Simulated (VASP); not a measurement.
Wanted: the native input for a VASP 6.6.1 run.

* Task: single point
* Functional: PBE
* Potentials or basis: VASP PAW PBE potentials, release 64 (Hf_pv, H)
* Cutoff: 520 eV
* k mesh: 3 × 2 × 3
* Occupations: fermi-dirac, width 0.1 eV
* Spin: no spin polarisation
* Dipole correction: no
* Further INCAR settings: ALGO = Normal; EDIFF = 1e-06; NBANDS = 72

The structure of Hf12H (a cell with a defect) lies in POSCAR:

```
Hf12H
1.0
    6.4000000000      0.0000000000      0.0000000000
   -4.8000000000      8.3138440000      0.0000000000
    0.0000000000      0.0000000000      5.0624000000
Hf H
12 1
Direct
    0.0017763584      0.0061515086     -0.0050942184
    0.1695498643      0.2254053085      0.4966296111
    0.0015351764      0.3350365036      0.0011473386
    0.1670748932      0.5551043913      0.4998169633
    0.0031110637      0.6625035445     -0.0019240786
    0.1726713644      0.8927686479      0.4969437857
    0.4994382447      0.0013332143     -0.0005165921
    0.6650459194      0.2215126948      0.4984722531
    0.4977524592      0.3313262537      0.0041011272
    0.6650793100      0.5504269170      0.5058208784
    0.4939663739      0.6635331842      0.0030632756
    0.6641537879      0.8940773236      0.5014166879
    0.8335240844      0.7787695079      0.7478988684
```

The input as run:

INCAR

```
PREC = Accurate
ENCUT = 520
EDIFF = 1E-6
ISMEAR = -1
SIGMA = 0.1
LREAL = F
LASPH = T
NELM = 60
ALGO = Normal
ISIF = 2
LWAVE = F
LCHARG = T
GGA = PE
LELF = T
LVHAR = T
NBANDS = 72
```

KPOINTS

```
Automatic mesh
0
Gamma
  3 2 3
```

Potentials or basis: VASP PAW PBE potentials, release 64 (Hf_pv, H).

Run with:

```sh
$ cat potpaw_PBE.64/Hf_pv/POTCAR potpaw_PBE.64/H/POTCAR > POTCAR
$ mpirun -np 1 vasp_std > vasp.out
```

It gave:

```json
{
  "Pressure": "1.2 GPa",
  "Largest force": "0.092 eV/Å"
}
```

Caveat: the k points lie up to 0.41 Å⁻¹ apart.

Wall time 3 min on 1 thread of Intel(R) Xeon(R) 6975P-C (Granite Rapids) (shared host), peak memory 0.41 GiB.
